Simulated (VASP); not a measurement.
Input of a VASP 6.6.1 run:

File INCAR:

```
SYSTEM = HW4C
ALGO     = Normal         ! electronic algorithm
DIPOL    = 0.5 0.5 0.510
EDIFF    = 1E-7           ! SCF threshold, eV
ENCUT    = 520            ! plane-wave cutoff, eV
GGA      = PS             ! functional
IDIPOL   = 3            
ISIF     = 2              ! what is computed and relaxed
ISMEAR   = 0              ! smearing method
LASPH    = .True.         ! aspherical terms in the spheres
LCHARG   = .True.         ! write CHGCAR
LDIPOL   = .True.       
LELF     = .True.         ! ELF
LREAL    = .False.        ! projectors in reciprocal space
LVACPOTAV= .True.       
LVHAR    = .True.       
LWAVE    = .False.        ! write WAVECAR
NBANDS   = 40             ! bands
NELM     = 60             ! most SCF steps
PREC     = Accurate       ! precision mode
SIGMA    = 0.1            ! smearing width, eV
```

The input KPOINTS:

```
k-points
0
Gamma
  11 11 1
  0 0 0
```

Contents of POSCAR:

```
HW4C
1.0
    2.7317561375      0.0000000000      0.0000000000
   -0.9105853792      2.5755243858      0.0000000000
    0.0000000000      0.0000000000     26.7914086385
W C H
4 1 1
Direct
    0.5000000000      0.5000000000      0.3172658860
    0.0000000000      0.0000000000      0.4005190503
    0.5000000000      0.5000000000      0.4837988491
    0.0000000000      0.0000000000      0.5683669363
    0.5000000000      1.0000000000      0.6237610478
    0.5000000000      1.0000000000      0.6648699948
```

Potentials or basis: VASP PAW PBE potentials, release 64 (W_sv, C, H).

The run is started by

```sh
$ cat potpaw_PBE.64/W_sv/POTCAR potpaw_PBE.64/C/POTCAR potpaw_PBE.64/H/POTCAR > POTCAR
$ mpirun -np 1 vasp_std > vasp.out
```

(1) What does it give for the band gap on the k mesh?

(2) Estimate the largest force.

## Answers

(1) zero (an odd number of electrons rules out a gap without spin polarisation).

(2) 0.778 eV/Å.

Caveat: the PAW data sets were made with another functional, which shifts forces and pressure a little; spin-orbit coupling is left out, which moves the levels of the heavy elements.
